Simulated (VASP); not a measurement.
Runs of VASP 6.6.1 on ScAl2. The structure is that of space group Fd-3m (No. 227), or close to it. The cells are those of the table. 

| task | cell | cutoff (eV) | gap on the mesh (eV) | pressure (GPa) |
| --- | --- | --- | --- | --- |
| single point | a = 5.216, b = 5.216, c = 5.327 Å, angles 60.7, 60.7, 60.0°, 6 atoms | 520 | none | 3.1 |
| single point | a = 5.375 Å, angles 60.0°, 6 atoms | 520 | none | (a) |
| single point | a = 5.429, b = 5.429, c = 5.324 Å, angles 59.3, 59.3, 60.0°, 6 atoms | 520 | none | -2.4 |
| relaxation of cell and atoms | relaxed from a = 5.342 Å, angles 60.0°, 6 atoms | 600 | none | 0.0 |
| single point | a = 5.216, b = 5.216, c = 5.330 Å, angles 60.7, 60.7, 60.0°, 6 atoms | 520 | none | 3.0 |

Alike in all rows: level PBEsol; potentials or basis VASP PAW PBE potentials, release 64 (Sc_sv, Al); no spin polarisation; k mesh 8 × 8 × 8; smearing gaussian 0.1 eV.

Task: Fill in the values left out.

Result: (a) -2.5.

Caveats: the PAW data sets were made with another functional, which shifts forces and pressure a little.

A gap of «none» marks levels without a gap at the run's occupations.
